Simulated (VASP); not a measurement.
# TiO2 (C2/m) in VASP: settings compared

The runs below take TiO2 through single point, with revPBE+D4, PBE exchange alone, BLYP+D4, RPBE, LDA.

All numbers are computed with VASP 6.6.1; they aren't measurements. Logs are shortened: lines on timing, memory, paths and dates and some standing lists are left out, and cuts for length are marked.

### 1 The cell of the first run

The structure is monoclinic, space group C2/m (No. 12). The conventional cell has a = 12.469 Å, b = 3.817 Å, c = 6.703 Å, α = 90.00°, β = 106.95°, γ = 90.00°. Within 2.5 Å of Ti (site symmetry m) lie 6 O at 1.89 to 2.19 Å. Ti (site symmetry m) has 6 O at 1.80 to 2.37 Å within 2.4 Å. Within 2.6 Å of O (site symmetry m) lie 3 Ti at 1.97 to 2.06 Å and 2 O at 2.56 Å. Within 2.8 Å of O (site symmetry m) lie 4 Ti at 1.99 to 2.37 Å and 5 O at 2.56 to 2.74 Å. Within 2.4 Å of O (site symmetry m) lie 2 Ti at 1.80 to 1.89 Å. Within 3.1 Å of O (site symmetry m) lie 3 Ti at 1.89 to 2.19 Å and 10 O at 2.58 to 3.03 Å.

### 2 Single point, revPBE+D4

The input, INCAR:

```
  ALGO = Normal
  EDIFF = 1E-6
  ENCUT = 520
  GGA = RE
  ISIF = 2
  ISMEAR = -1
  IVDW = 13
  LASPH = T
  LCHARG = F
  LREAL = F
  LWAVE = F
  NBANDS = 60
  NELM = 80
  PREC = Accurate
  SIGMA = 0.05
```

The input, KPOINTS:

```
k-points
0
Gamma
  8 8 4
```

The input, POSCAR:

```
TiO2
1.0
    6.2345546003     -1.9082538226      0.0000000000
    6.2345546003      1.9082538226      0.0000000000
   -1.9537017297      0.0000000000      6.4122523021
Ti O
4 8
Direct
    0.9000710000      0.9000710000      0.2896020000
    0.1952860000      0.1952860000      0.2837620000
    0.0999290000      0.0999290000      0.7103980000
    0.8047140000      0.8047140000      0.7162380000
    0.3619310000      0.3619310000      0.2933970000
    0.2634885000      0.2634885000      0.6525000000
    0.8671885000      0.8671885000      0.9952910000
    0.7365115000      0.7365115000      0.3475000000
    0.9416475000      0.9416475000      0.6300210000
    0.1328115000      0.1328115000      0.0047090000
    0.6380690000      0.6380690000      0.7066030000
    0.0583525000      0.0583525000      0.3699790000
```

Potentials or basis: VASP PAW PBE potentials, release 64 (Ti_sv, O).

Launch:

```console
$ cat potpaw_PBE.64/Ti_sv/POTCAR potpaw_PBE.64/O/POTCAR > POTCAR
$ mpirun -np 1 vasp_std > vasp.out
```

OUTCAR:

```text
EDIFF = 1E-6
   ENCUT = 520
   GGA = RE
   ISIF = 2
   ISMEAR = -1
   IVDW = 13
   LASPH = T
   LREAL = F
   NELM = 80
   PREC = Accurate

 ion  position               nearest neighbor table
   1  0.900  0.900  0.290-  12 1.89   7 1.89   5 1.97   5 1.97   8 2.18   9 2.19
   2  0.195  0.195  0.284-  10 1.80  12 1.96   8 1.99   8 1.99   5 2.06   6 2.37
   3  0.100  0.100  0.710-   9 1.89  10 1.89  11 1.97  11 1.97   6 2.18  12 2.19
   4  0.805  0.805  0.716-   7 1.80   9 1.96   6 1.99   6 1.99  11 2.06   8 2.37
   5  0.362  0.362  0.293-   1 1.97   1 1.97   2 2.06
   6  0.263  0.263  0.653-   4 1.99   4 1.99   3 2.18   2 2.37
   7  0.867  0.867  0.995-   4 1.80   1 1.89
   8  0.737  0.737  0.347-   2 1.99   2 1.99   1 2.18   4 2.37
   9  0.942  0.942  0.630-   3 1.89   4 1.96   1 2.19
  10  0.133  0.133  0.005-   2 1.80   3 1.89
  11  0.638  0.638  0.707-   3 1.97   3 1.97   4 2.06
  12  0.058  0.058  0.370-   1 1.89   2 1.96   3 2.19

  LATTYP: Found a base centered monoclinic cell.
 ALAT       =    12.4691092006
 B/A-ratio  =     0.3060770087
 C/A-ratio  =     0.5375907333
 COS(beta)  =    -0.2914546970

  Lattice vectors:

 A1 = (   6.2345546003,  -1.9082538226,   0.0000000000)
 A2 = (   6.2345546003,   1.9082538226,   0.0000000000)
 A3 = (  -1.9537017297,   0.0000000000,   6.4122523021)

Analysis of symmetry for initial positions (statically):
=====================================================================
 Subroutine PRICEL returns:
 Original cell was already a primitive cell.

 Routine SETGRP: Setting up the symmetry group for a
 base centered monoclinic supercell.

 Subroutine GETGRP returns: Found  4 space group operations
 (whereof  4 operations were pure point group operations)
 out of a pool of  4 trial point group operations.

The static configuration has the point symmetry C_2h.

Analysis of symmetry for dynamics (positions and initial velocities):
=====================================================================
 Subroutine PRICEL returns:
 Original cell was already a primitive cell.

 Routine SETGRP: Setting up the symmetry group for a
 base centered monoclinic supercell.

 Subroutine GETGRP returns: Found  4 space group operations
 (whereof  4 operations were pure point group operations)
 out of a pool of  4 trial point group operations.

The dynamic configuration has the point symmetry C_2h.

 Subroutine INISYM returns: Found  4 space group operations
 (whereof  4 operations are pure point group operations),
 and found     1 'primitive' translations

----------------------------------------------------------------------------------------

                                     Primitive cell

  volume of cell :     152.5746

  direct lattice vectors                    reciprocal lattice vectors
     6.234554600 -1.908253823  0.000000000     0.080198191 -0.262019651  0.024434994
     6.234554600  1.908253823  0.000000000     0.080198191  0.262019651  0.024434994
    -1.953701730  0.000000000  6.412252302     0.000000000  0.000000000  0.155951443

  length of vectors
     6.520053966  6.520053966  6.703277559     0.275105645  0.275105645  0.155951443

  position of ions in fractional coordinates (direct lattice)
     0.900071000  0.900071000  0.289602000
     0.195286000  0.195286000  0.283762000
     0.099929000  0.099929000  0.710398000
     0.804714000  0.804714000  0.716238000
     0.361931000  0.361931000  0.293397000
     0.263488500  0.263488500  0.652500000
     0.867188500  0.867188500  0.995291000
     0.736511500  0.736511500  0.347500000
     0.941647500  0.941647500  0.630021000
     0.132811500  0.132811500  0.004709000
     0.638069000  0.638069000  0.706603000
     0.058352500  0.058352500  0.369979000

  ion indices of the primitive-cell ions
   primitive index   ion index
                 1           1
                 2           2
                 3           3
                 4           4
                 5           5
                 6           6
                 7           7
                 8           8
                 9           9
                10          10
                11          11
                12          12

----------------------------------------------------------------------------------------

 KPOINTS: k-points

Automatic generation of k-mesh.
 Grid dimensions read from file:
 generate k-points for:    8    8    4

 Generating k-lattice:

  Cartesian coordinates                     Fractional coordinates (reciprocal lattice)
     0.010024774 -0.032752456  0.003054374     0.125000000  0.000000000  0.000000000
     0.010024774  0.032752456  0.003054374     0.000000000  0.125000000  0.000000000
     0.000000000  0.000000000  0.038987861     0.000000000  0.000000000  0.250000000

  Length of vectors
     0.034388206  0.034388206  0.038987861

  Shift w.r.t. Gamma in fractional coordinates (k-lattice)
     0.000000000  0.000000000  0.000000000

 Subroutine IBZKPT returns following result:
 ===========================================

 Found     78 irreducible k-points:

 Following reciprocal coordinates:
            Coordinates               Weight
  0.000000  0.000000  0.000000      1.000000
  0.125000  0.000000  0.000000      4.000000
  0.250000  0.000000  0.000000      4.000000
  0.375000 -0.000000  0.000000      4.000000
  0.500000  0.000000  0.000000      2.000000
  0.125000  0.125000  0.000000      2.000000
[... 16 lines left out ...]
  0.125000  0.000000  0.250000      4.000000
  0.250000  0.000000  0.250000      4.000000
 [... further k-points ...]
   k-points           NKPTS =     78   k-points in BZ     NKDIM =     78   number of bands    NBANDS=     60
   number of dos      NEDOS =    301   number of ions     NIONS =     12
   total plane-waves  NPLWV = 115200
   dimension x,y,z NGX =    48 NGY =   48 NGZ =   50
   dimension x,y,z NGXF=    96 NGYF=   96 NGZF=  100
   ions per type =               4   8
   NGX,Y,Z   is equivalent  to a cutoff of  12.24, 12.24, 12.40 a.u.
   NGXF,Y,Z  is equivalent  to a cutoff of  24.48, 24.48, 24.80 a.u.
 SYSTEM =  unknown system
   PREC   = accura    normal or accurate (medium, high low for compatibility)
   ISTART =      0    job   : 0-new  1-cont  2-samecut
   ICHARG =      2    charge: 1-file 2-atom 10-const
   ISPIN  =      1    spin polarized calculation?
   LNONCOLLINEAR =      F non collinear calculations
   LSORBIT =      F    spin-orbit coupling
   LASPH  =      T    aspherical Exc in radial PAW
   ENCUT  =  520.0 eV  38.22 Ry    6.18 a.u.  12.12 12.12 12.46*2*pi/ulx,y,z
   NELM   =     80;   NELMIN=  2; NELMDL= -5     # of ELM steps
   EDIFF  = 0.1E-05   stopping-criterion for ELM
   LREAL  =      F    real-space projection
   EDIFFG = 0.1E-04   stopping-criterion for IOM
   NSW    =      0    number of steps for IOM
   IBRION =     -1    ionic relax: 0-MD 1-quasi-New 2-CG
   NFREE  =      0    steps in history (QN), initial steepest desc. (CG)
   ISIF   =      2    stress and relaxation
   ISYM   =      2    0-nonsym 1-usesym 2-fastsym
   POTIM  = 0.5000    time-step for ionic-motion
   TEBEG  =    0.0;   TEEND  =   0.0 temperature during run
   PSTRESS=    0.0 pullay stress
   NELECT =      96.0000    total number of electrons
   NUPDOWN=      -1.0000    fix difference up-down
   EMIN   =  10.00;   EMAX   =-10.00  energy-range for DOS
   EFERMI =   0.00;   METHOD = LEGACY
   ISMEAR =    -1;   SIGMA  =   0.05  broadening in eV -4-tet -1-fermi 0-gaus
   EFERMI_NEDOS =   21; number of points for ismear=-14 and -15
   IALGO  =     38    algorithm
   IMIX   =      4    mixing-type and parameters
     AMIX     =   0.40;   BMIX     =  1.00
     AMIX_MAG =   1.60;   BMIX_MAG =  1.00
  volume/ion in A,a.u.               =      12.71        85.80
  Fermi-wavevector in a.u.,A,eV,Ry     =   1.402828  2.650961 26.775276  1.967927
  Thomas-Fermi vector in A             =   2.525551
   LORBIT       =      0    0 simple, 1 ext, 2 COOP (PROOUT), +10 PAW based schemes
   GGA     = RE    functional components
   LHFCALC =     F    Hartree Fock is set to
   AEXX    =    0.0000 exact exchange contribution
   IVDW    =    13    specifies the selected vdW correction
   LEPSILON=     F    determine dielectric tensor
   LRPA    =     F    only Hartree local field effects (RPA)
 non-spin polarized calculation
  energy-cutoff  :      520.00
  volume of cell :      152.57
 maximum number of plane-waves:      4126
   NGX = 25   NGY = 25   NGZ = 25

 number of electron      96.0000008 magnetization

 Free energy of the ion-electron system (eV)
  ---------------------------------------------------
  ext. energy  EPLUGINS =         0.00000000
  ---------------------------------------------------
  free energy    TOTEN  =      -103.66683106 eV

  energy without entropy =     -103.66683106  energy(sigma->0) =     -103.66683106

 E-fermi :   3.5339     XC(G=0):  -9.8317

 val. band max:        2.3126213076   @ k =  -0.3750   0.2500   0.5000
 cond. band min:       4.9284719242   @ k =   0.0000   0.0000   0.0000
 fundamental gap:      2.6158506165
 Fermi energy:         3.5338518290

 k-point     1 :       0.0000    0.0000    0.0000
  band No.  band energies     occupation
      1     -54.1642      2.00000
      2     -54.1550      2.00000
      3     -54.0675      2.00000
      4     -54.0623      2.00000
      5     -30.4578      2.00000
      6     -30.4188      2.00000
[... 52 lines left out ...]
     59       6.8972      0.00000
     60       7.0385      0.00000

 k-point     2 :       0.1250    0.0000    0.0000
  band No.  band energies     occupation
      1     -54.1637      2.00000
      2     -54.1547      2.00000
      3     -54.0671      2.00000
      4     -54.0624      2.00000
      5     -30.4558      2.00000
      6     -30.4172      2.00000
[... 52 lines left out ...]
     59       6.6872      0.00000
     60       6.7226      0.00000

 k-point     3 :       0.2500    0.0000    0.0000
  band No.  band energies     occupation
      1     -54.1626      2.00000
      2     -54.1539      2.00000
      3     -54.0662      2.00000
      4     -54.0625      2.00000
      5     -30.4510      2.00000
      6     -30.4141      2.00000
[... 1312 lines left out ...]
     59       6.7001      0.00000
     60       6.7385      0.00000

 k-point    24 :       0.2500    0.0000    0.2500
  band No.  band energies     occupation
      1     -54.1624      2.00000
      2     -54.1540      2.00000
      3     -54.0663      2.00000
      4     -54.0625      2.00000
      5     -30.4505      2.00000
      6     -30.4143      2.00000
[... 52 lines left out ...]
     59       6.6449      0.00000
     60       6.6833      0.00000

 [... further k-points ...]

------------------------ aborting loop because EDIFF is reached ----------------------------------------

  DFT-D4 for vdW energy calculation

  Edisp (eV):   -4.01247

  FORCE on cell =-STRESS in cart. coord.  units (eV):
  Direction    XX          YY          ZZ          XY          YZ          ZX
  --------------------------------------------------------------------------------------
  -------------------------------------------------------------------------------------
  Total      -9.86974    -9.97714   -10.17976     0.00000     0.00000    -0.21472
  in kB    -103.64158  -104.76945  -106.89716     0.00000     0.00000    -2.25472
  external pressure =     -105.10 kB  Pullay stress =        0.00 kB

 VOLUME and BASIS-vectors are now :
 -----------------------------------------------------------------------------
  energy-cutoff  :      520.00
  volume of cell :      152.57
      direct lattice vectors                 reciprocal lattice vectors
     6.234554600 -1.908253823  0.000000000     0.080198191 -0.262019651  0.024434994
     6.234554600  1.908253823  0.000000000     0.080198191  0.262019651  0.024434994
    -1.953701730  0.000000000  6.412252302     0.000000000  0.000000000  0.155951443

 POSITION                                       TOTAL-FORCE (eV/Angst)
 -----------------------------------------------------------------------------------
     10.65729      0.00000      1.85700         0.182780      0.000000     -0.200532
      1.88066      0.00000      1.81955        -0.104885      0.000000     -0.462772
     -0.14188      0.00000      4.55525        -0.182780      0.000000      0.200532
      8.63475      0.00000      4.59270         0.104885      0.000000      0.462772
      3.93975      0.00000      1.88134        -0.167849      0.000000      0.020393
      2.01068      0.00000      4.18399        -0.062912      0.000000      0.090570
      8.86857      0.00000      6.38206        -0.232349      0.000000     -0.203389
      8.50473      0.00000      2.22826         0.062912      0.000000     -0.090570
     10.51063      0.00000      4.03985         0.109031      0.000000      0.028752
      1.64684      0.00000      0.03020         0.232349      0.000000      0.203389
      6.57566      0.00000      4.53092         0.167849      0.000000     -0.020393
      0.00478      0.00000      2.37240        -0.109031      0.000000     -0.028752
 -----------------------------------------------------------------------------------
    total drift:                               -0.000000     -0.000000      0.000000

  FREE ENERGIE OF THE ION-ELECTRON SYSTEM (eV)
  ---------------------------------------------------
  free  energy   TOTEN  =      -107.6793015632 eV

  energy  without entropy=     -107.6793015632  energy(sigma->0) =     -107.67930156
```

Wall time 29 min (1 thread of Oxide Virtual Turin-like, shared host); peak memory 0.63 GiB.

Results:

- Free energy: -107.6793 eV
- Pressure: -10.5 GPa
- Largest force: 0.475 eV/Å
- Band gap on the k mesh: 2.62 eV (least direct gap 2.77 eV)
- Dispersion energy per atom: -0.334 eV

Forces on the atoms (eV/Å):
```
Ti   0.183  0.000 -0.201
Ti  -0.105  0.000 -0.463
Ti  -0.183  0.000  0.201
Ti   0.105  0.000  0.463
O   -0.168  0.000  0.020
O   -0.063  0.000  0.091
O   -0.232  0.000 -0.203
O    0.063  0.000 -0.091
O    0.109  0.000  0.029
O    0.232  0.000  0.203
O    0.168  0.000 -0.020
O   -0.109  0.000 -0.029
```

Stress tensor (GPa, compression positive):
```
-10.36   0.00  -0.23
  0.00 -10.48   0.00
 -0.23   0.00 -10.69
```

Caveat: the cell stands under tension; the PAW data sets were made with another functional, which shifts forces and pressure a little. A k mesh can miss the band edges.

### 3 Single point, PBE exchange alone

This run uses another cell than the first one, of 12.23 Å³/atom.

The input, INCAR:

```
AGGAC    = 0.0          
ALDAC    = 0.0          
ALGO     = Normal         # electronic algorithm
EDIFF    = 1E-6           # SCF threshold, eV
ENCUT    = 520            # plane-wave cutoff, eV
GGA      = PE             # functional
ISIF     = 2              # what is computed and relaxed
ISMEAR   = -1             # smearing method
LASPH    = T              # aspherical terms in the spheres
LCHARG   = T              # write CHGCAR
LELF     = T              # ELF
LREAL    = F              # projectors in reciprocal space
LVHAR    = T            
LWAVE    = F              # write WAVECAR
NBANDS   = 60             # bands
NELM     = 80             # most SCF steps
PREC     = Accurate       # precision mode
SIGMA    = 0.05           # smearing width, eV
```

KPOINTS is that of step 2.

Changes to POSCAR since step 2:

```diff
@@ -2,5 +2,5 @@
 1.0
-    6.2345546003     -1.9082538226      0.0000000000
-    6.2345546003      1.9082538226      0.0000000000
-   -1.9537017297      0.0000000000      6.4122523021
+    6.1535771931     -1.8834685000      0.0000000000
+    6.1535771931      1.8834685000      0.0000000000
+   -1.9283261078      0.0000000000      6.3289668713
 Ti O
```

Potentials or basis: VASP PAW PBE potentials, release 64 (Ti_sv, O).

Launch:

```console
$ cat potpaw_PBE.64/Ti_sv/POTCAR potpaw_PBE.64/O/POTCAR > POTCAR
$ mpirun -np 1 vasp_std > vasp.out
```

It took 27 min on 1 thread of Oxide Virtual Turin-like, shared host; peak memory 0.61 GiB.

Results (log left out):

| Property | Result |
| --- | --- |
| Free energy | -94.5808 eV |
| Pressure | 15.0 GPa |
| Largest force | 0.277 eV/Å |
| Band gap on the k mesh | 2.76 eV (least direct gap 2.94 eV) |

Forces on the atoms (eV/Å):
```
Ti   0.064  0.000 -0.067
Ti  -0.193  0.000  0.003
Ti  -0.064  0.000  0.067
Ti   0.193  0.000 -0.003
O    0.275  0.000 -0.035
O    0.234  0.000  0.088
O    0.197  0.000  0.138
O   -0.234  0.000 -0.088
O   -0.114  0.000  0.119
O   -0.197  0.000 -0.138
O   -0.275  0.000  0.035
O    0.114  0.000 -0.119
```

Stress tensor (GPa, compression positive):
```
15.09  0.00  0.00
 0.00 14.35  0.00
 0.00  0.00 15.64
```

Levels at points of the mesh, in eV from the valence-band top:
| k point | band 46 | band 47 | band 48 | band 49 | band 50 | band 51 |
| --- | --- | --- | --- | --- | --- | --- |
| (0.00, 0.00, 0.00) | -0.73 | -0.34 | -0.18 | 2.76 | 3.10 | 3.32 |
| (0.50, 0.00, 0.00) | -0.46 | -0.20 | -0.12 | 3.13 | 3.18 | 3.59 |
| (0.50, 0.50, 0.00) | -0.61 | -0.38 | -0.12 | 2.90 | 2.94 | 3.43 |
| (0.00, 0.00, 0.50) | -0.64 | -0.58 | -0.42 | 2.88 | 3.12 | 3.29 |
| (0.50, 0.00, 0.50) | -0.51 | -0.09 | -0.01 | 3.16 | 3.21 | 3.44 |
| (0.50, 0.50, 0.50) | -0.40 | -0.21 | -0.20 | 3.01 | 3.11 | 3.25 |

Caveat: the cell stands under pressure.

[end of part 1 of 2]
